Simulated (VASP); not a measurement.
# CoSi2 (Fm-3m) in VASP: further runs, part 2 of 3

VASP 6.6.1. Earlier steps stand in the parts before.

## Step 5: Single point, PBEsol, collinear spin, ferromagnetic start (11.00 Å³/atom)

This run uses another cell than the first one, of 11.00 Å³/atom.

Contents of INCAR:

```
PREC     = Accurate       # precision mode
ENCUT    = 520            # plane-wave cutoff, eV
EDIFF    = 1E-6           # SCF threshold, eV
ISMEAR   = 0              # smearing method
SIGMA    = 0.15           # smearing width, eV
LREAL    = False          # projectors in reciprocal space
LASPH    = True           # aspherical terms in the spheres
NELM     = 150            # most SCF steps
ALGO     = Normal         # electronic algorithm
ISIF     = 2              # what is computed and relaxed
LWAVE    = False          # write WAVECAR
LCHARG   = True           # write CHGCAR
ISPIN    = 2              # spin polarisation
MAGMOM   = 1.1 0 0        # initial moments
LORBIT   = 11             # projections on sites
NUPDOWN  = 1.1            # fixed moment
LMAXMIX  = 4              # l up to which the mixer works
GGA      = PS             # functional
LELF     = True           # ELF
LVHAR    = True         
NBANDS   = 20             # bands
```

Contents of KPOINTS:

```
Automatic mesh
0
Gamma
  14 14 14
```

Contents of POSCAR:

```
CoSi2
1.0
    0.0000000000      2.5455130630      2.5455130630
    2.5455130630      0.0000000000      2.5455130630
    2.5455130630      2.5455130630      0.0000000000
Co Si
1 2
Direct
    0.0000000000      0.0000000000      0.0000000000
    0.2500000000      0.2500000000      0.2500000000
    0.7500000000      0.7500000000      0.7500000000
```

Potentials or basis: VASP PAW PBE potentials, release 64 (Co, Si).

Started as:

```
$ cat potpaw_PBE.64/Co/POTCAR potpaw_PBE.64/Si/POTCAR > POTCAR
$ mpirun -np 1 vasp_std > vasp.out
```

OUTCAR:

```text
PREC = Accurate
   ENCUT = 520
   EDIFF = 1E-6
   ISMEAR = 0
   LREAL = False
   LASPH = True
   NELM = 150
   ISIF = 2
   ISPIN = 2
   LORBIT = 11
   NUPDOWN = 1.1
   GGA = PS

 ion  position               nearest neighbor table
   1  0.000  0.000  0.000-   3 2.20   3 2.20   3 2.20   2 2.20   3 2.20   2 2.20   2 2.20   2 2.20

   2  0.250  0.250  0.250-   1 2.20   1 2.20   1 2.20   1 2.20   3 2.55   3 2.55   3 2.55   3 2.55
                             3 2.55   3 2.55
   3  0.750  0.750  0.750-   1 2.20   1 2.20   1 2.20   1 2.20   2 2.55   2 2.55   2 2.55   2 2.55
                             2 2.55   2 2.55

  LATTYP: Found a face centered cubic cell.
 ALAT       =     5.0910261260

  Lattice vectors:

 A1 = (   0.0000000000,   2.5455130630,   2.5455130630)
 A2 = (   2.5455130630,   0.0000000000,   2.5455130630)
 A3 = (   2.5455130630,   2.5455130630,   0.0000000000)

Analysis of symmetry for initial positions (statically):
=====================================================================
 Subroutine PRICEL returns:
 Original cell was already a primitive cell.

 Routine SETGRP: Setting up the symmetry group for a
 face centered cubic supercell.

 Subroutine GETGRP returns: Found 48 space group operations
 (whereof 48 operations were pure point group operations)
 out of a pool of 48 trial point group operations.

The static configuration has the point symmetry O_h .

Analysis of symmetry for dynamics (positions and initial velocities):
=====================================================================
 Subroutine PRICEL returns:
 Original cell was already a primitive cell.

 Routine SETGRP: Setting up the symmetry group for a
 face centered cubic supercell.

 Subroutine GETGRP returns: Found 48 space group operations
 (whereof 48 operations were pure point group operations)
 out of a pool of 48 trial point group operations.

The dynamic configuration has the point symmetry O_h .

Analysis of structural, dynamic, and magnetic symmetry:
=====================================================================
[... 159 lines left out ...]

 E-fermi :  11.5956     XC(G=0): -12.5669

 val. band max:       14.3919210172   @ k =   0.4286   0.2857   0.0000
 cond. band min:      11.6172107500   @ k =   0.2857   0.1429   0.0714
 fundamental gap:     -2.7747102671
 Fermi energy:        14.3976564446

 spin component 1

 k-point     1 :       0.0000    0.0000    0.0000
  band No.  band energies     occupation
      1      -2.3051      1.00000
      2       7.1350      1.00000
      3       7.1350      1.00000
      4       7.1350      1.00000
      5       9.3850      1.00000
      6       9.3850      1.00000
[... 541 lines left out ...]
     19      27.8939      0.00000
     20      30.2572      0.00000

 [... further k-points ...]

 spin component 2

 k-point     1 :       0.0000    0.0000    0.0000
  band No.  band energies     occupation
      1      -2.0176      1.00000
      2       7.5422      1.00000
      3       7.5422      1.00000
      4       7.5422      1.00000
      5       9.9068      1.00000
      6       9.9068      1.00000
[... 541 lines left out ...]
     19      28.1089      0.00000
     20      30.5702      0.00000

 [... further k-points ...]

------------------------ aborting loop because EDIFF is reached ----------------------------------------

  FORCE on cell =-STRESS in cart. coord.  units (eV):
  Direction    XX          YY          ZZ          XY          YZ          ZX
  --------------------------------------------------------------------------------------
  -------------------------------------------------------------------------------------
  Total        7.9520678      7.9520678      7.9520678     -0.0000000      0.0000000     -0.0000000
  in kB      386.2199197    386.2199197    386.2199197     -0.0000000      0.0000000     -0.0000000
  external PRESSURE =     386.2199197 kB  Pullay stress =       0.0000000 kB

 VOLUME and BASIS-vectors are now :
 -----------------------------------------------------------------------------
  energy-cutoff  :      520.00
  volume of cell :       32.99
      direct lattice vectors                 reciprocal lattice vectors
     0.000000000  2.545513063  2.545513063    -0.196424056  0.196424056  0.196424056
     2.545513063  0.000000000  2.545513063     0.196424056 -0.196424056  0.196424056
     2.545513063  2.545513063  0.000000000     0.196424056  0.196424056 -0.196424056

 POSITION                                       TOTAL-FORCE (eV/Angst)
 -----------------------------------------------------------------------------------
      0.00000      0.00000      0.00000        -0.000000     -0.000000     -0.000000
      1.27276      1.27276      1.27276         0.000000      0.000000      0.000000
      3.81827      3.81827      3.81827        -0.000000     -0.000000     -0.000000
 -----------------------------------------------------------------------------------
    total drift:                               -0.000000     -0.000000      0.000000

  FREE ENERGIE OF THE ION-ELECTRON SYSTEM (eV)
  ---------------------------------------------------
  free  energy   TOTEN  =       -19.8363271988 eV

  energy  without entropy=      -19.8153318664  energy(sigma->0) =      -19.82582953

 total charge

# of ion       s       p       d       tot
------------------------------------------
    1        0.632   0.931   7.756   9.319
    2        0.732   0.976   0.000   1.708
    3        0.732   0.976   0.000   1.708
--------------------------------------------------
tot          2.095   2.883   7.756  12.734

 magnetization (x)

# of ion       s       p       d       tot
------------------------------------------
    1        0.014   0.171   0.475   0.660
    2        0.017   0.077   0.000   0.094
    3        0.017   0.077   0.000   0.094
--------------------------------------------------
tot          0.047   0.326   0.475   0.849
```

OSZICAR:

```text
N       E                     dE             d eps       ncg     rms          rms(c)
DAV:   1     0.714673560035E+02    0.71467E+02   -0.66833E+03  8400   0.841E+02
DAV:   2    -0.167879688008E+02   -0.88255E+02   -0.77652E+02  8812   0.196E+02
DAV:   3    -0.215074681544E+02   -0.47195E+01   -0.45703E+01 10204   0.474E+01
DAV:   4    -0.215809571955E+02   -0.73489E-01   -0.73239E-01  9776   0.538E+00
DAV:   5    -0.215828887857E+02   -0.19316E-02   -0.19313E-02 10264   0.913E-01    0.184E+01
DAV:   6    -0.246074377452E+02   -0.30245E+01   -0.17169E+01  9416   0.870E+01    0.176E+01
DAV:   7    -0.199277773144E+02    0.46797E+01   -0.90969E+00 10008   0.672E+01    0.476E+00
DAV:   8    -0.198722115463E+02    0.55566E-01   -0.40824E-01  9692   0.344E+00    0.238E+00
DAV:   9    -0.198367345215E+02    0.35477E-01   -0.49143E-02 10344   0.400E+00    0.803E-01
DAV:  10    -0.198363759107E+02    0.35861E-03   -0.31781E-03 10724   0.349E-01    0.280E-01
DAV:  11    -0.198363723760E+02    0.35347E-05   -0.57347E-04 10488   0.397E-01    0.775E-02
DAV:  12    -0.198363260293E+02    0.46347E-04   -0.12959E-04 10864   0.214E-01    0.182E-02
DAV:  13    -0.198363279791E+02   -0.19498E-05   -0.69946E-06 11404   0.215E-02    0.888E-03
DAV:  14    -0.198363271988E+02    0.78035E-06   -0.81664E-07  7352   0.160E-02
   1 F= -.19836327E+02 E0= -.19825830E+02  d E =-.209953E-01  mag=     1.1000
```

Wall time 61 s (1 thread of Intel Xeon 6975P-C (Granite Rapids), shared host); peak memory 0.24 GiB.

What came out:

- Free energy: -19.8363 eV
- Pressure: 38.6 GPa
- Net moment: 1.10 μB per cell
- Site moments: Co +0.66; Si +0.09 μB
- Valence electrons inside the program's atomic spheres: Co 9.32; Si 1.71

Caveat: the cell stands under pressure; the PAW data sets were made with another functional, which shifts forces and pressure a little; the total moment is fixed, so each spin has its own Fermi level.

(Part 2 of 3 ends here.)
